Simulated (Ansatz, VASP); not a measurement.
# One calculation of Ba, two programs

Contents of INCAR:

```
PREC = Accurate
ENCUT = 520
EDIFF = 1E-6
ISMEAR = 0
SIGMA = 0.1
LREAL = False
LASPH = True
NELM = 100
ALGO = Normal
ISIF = 2
LWAVE = False
LCHARG = True
GGA = PE
LELF = True
LVHAR = True
NBANDS = 11
```

File KPOINTS:

```
regular mesh
0
Gamma
  12 12 12
```

The input POSCAR:

```
Ba
1.0
    0.0000000000      3.1355880728      3.1355880728
    3.1355880728      0.0000000000      3.1355880728
    3.1355880728      3.1355880728      0.0000000000
Ba
1
Direct
    0.0000000000      0.0000000000      0.0000000000
```

Input for Ansatz:

```yaml
crystal:
  lattice:
    - [0.0, 3.1355880728, 3.1355880728]
    - [3.1355880728, 0.0, 3.1355880728]
    - [3.1355880728, 3.1355880728, 0.0]
  atoms:
    - { symbol: Ba, position: [0.0, 0.0, 0.0] }
basis:
  ecutwfc: 420
kpoints:
  mp_grid: { grid: [12, 12, 12] }
hamiltonian:
  xc: pbe
scf:
  occupations: { method: gaussian, width: 0.1 }
output:
  forces: true
  stress: true
  eigenvalues: true
```

Alike in both runs: task single point; functional PBE; k mesh 12 × 12 × 12; occupations gaussian, width 0.1 eV; no spin polarisation.

|  | VASP | Ansatz |
| --- | --- | --- |
| version | VASP 6.6.1 | Ansatz 0.2.0 |
| potentials or method | VASP PAW PBE potentials, release 64 (Ba_sv), cutoff 520 eV | scalar-relativistic, plane waves, PAW |
| valence electrons in the cell | 10 | 10 |

Ansatz gave:

| Item | Value |
| --- | --- |
| gap on the k mesh at the Fermi level (eV) | none |
| pressure (GPa) | 0.3 |

**Question.** Which values does VASP return?

**Answer.** gap on the k mesh at the Fermi level (eV): none; pressure (GPa): 0.4.

A gap of «none» marks a metal or a gap that the smearing closes.

Spin-orbit coupling is off throughout.
